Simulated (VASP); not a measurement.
CdTe: single point with PBE

The system is CdTe.

```
CELL_PARAMETERS angstrom
4.65505 -0.05404 0.50192
-0.09156 6.43219 1.54164
-0.50040 -1.09128 4.52338
ATOMIC_POSITIONS crystal
Cd 0.87496 0.29957 0.58721
Cd 0.37504 0.79958 0.08734
Te 0.87505 0.04952 0.08719
Te 0.37495 0.54951 0.58736
```

The cell was built from a structure type or drawn by symmetry, and may not be a known phase.

```
Program             : VASP 6.6.1
Task                : single point
Functional          : PBE
Potentials or basis : VASP PAW PBE potentials, release 64 (Cd, Te)
Cutoff              : 520 eV
k mesh              : 8 × 6 × 8
Occupations         : gaussian, width 0.02 eV
Spin                : no spin polarisation
```

```yaml
Pressure: 0.1 GPa
Band_gap_on_the_k_mesh: 0.58 eV
```

Levels at points of the mesh, in eV from the valence-band top:
| k point | band 14 | band 15 | band 16 | band 17 | band 18 | band 19 | band 20 | band 21 | band 22 | band 23 |
| --- | --- | --- | --- | --- | --- | --- | --- | --- | --- | --- |
| (0.00, 0.00, 0.00) | -1.66 | -1.66 | 0.00 | 0.00 | 0.00 | 0.58 | 2.66 | 2.74 | 4.64 | 4.64 |
| (0.50, 0.00, 0.00) | -3.47 | -1.92 | -1.92 | -0.72 | -0.72 | 3.00 | 3.01 | 5.19 | 5.19 | 5.56 |
| (0.00, 0.50, 0.00) | -2.55 | -0.96 | -0.96 | -0.96 | -0.96 | 2.82 | 2.82 | 3.38 | 3.39 | 6.36 |
| (0.50, 0.50, 0.00) | -4.08 | -0.69 | -0.69 | -0.69 | -0.69 | 1.75 | 1.75 | 5.21 | 5.21 | 5.21 |
| (0.00, 0.00, 0.50) | -3.47 | -1.92 | -1.92 | -0.72 | -0.72 | 3.00 | 3.00 | 5.19 | 5.19 | 5.56 |
| (0.50, 0.00, 0.50) | -4.01 | -1.66 | -1.66 | -1.66 | -1.66 | 2.67 | 2.67 | 2.74 | 2.74 | 8.51 |
| (0.00, 0.50, 0.50) | -4.08 | -0.69 | -0.69 | -0.69 | -0.69 | 1.75 | 1.75 | 5.20 | 5.20 | 5.21 |
| (0.50, 0.50, 0.50) | -3.90 | -2.09 | -2.08 | -1.95 | -1.95 | 4.03 | 4.03 | 4.70 | 4.70 | 5.49 |

Run time: 5.8 min on 1 thread of Intel(R) Xeon(R) Platinum 8488C (Sapphire Rapids), with other jobs on the host, peak memory 0.72 GiB.

Caveat: spin-orbit coupling is left out, which moves the levels of the heavy elements.
